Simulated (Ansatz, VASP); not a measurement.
# One calculation of Te2Mo, two programs

```
Te Mo
1.0
     3.43871    0.00000    0.00000
    -1.71935    2.97801    0.00000
     0.00000    0.00000   17.26353
Te Mo
2 1
Direct
  0.33333 0.66667 0.89435
  0.33333 0.66667 0.10565
  0.00000 0.00000 0.00000
```

Change from the starting cell: equal strain along all axes, cell held, atoms relaxed: -1.5 %.

Alike in both runs: functional PBEsol; k mesh 12 × 12 × 2; occupations gaussian, width 0.02 eV; no spin polarisation.

Ansatz relaxed the structure, and its values are those at the end. VASP's run is a single point on that final structure, the one shown.

|  | VASP | Ansatz |
| --- | --- | --- |
| version | VASP 6.6.1 | Ansatz 0.2.0 |
| potentials or method | VASP PAW PBE potentials, release 64 (Te, Mo_sv), cutoff 520 eV | scalar-relativistic, plane waves, PAW |
| valence electrons in the cell | 26 | 46 |

```tsv
	VASP	Ansatz	Ansatz less VASP
gap on the k mesh at the Fermi level (eV)	1.25	1.25	-0.004
least direct gap on the mesh (eV)	1.34	1.34	0.000
rms of the force components (eV/Å)	0.015	0.001	-0.0140
```

VASP's potentials were made for PBE, not for PBEsol. VASP's potentials hold 26 valence electrons a cell and Ansatz's 46, so a difference there can come from the potentials and not from the codes. Ansatz's warnings: stress scf threshold loose.

Spin-orbit coupling is off throughout.
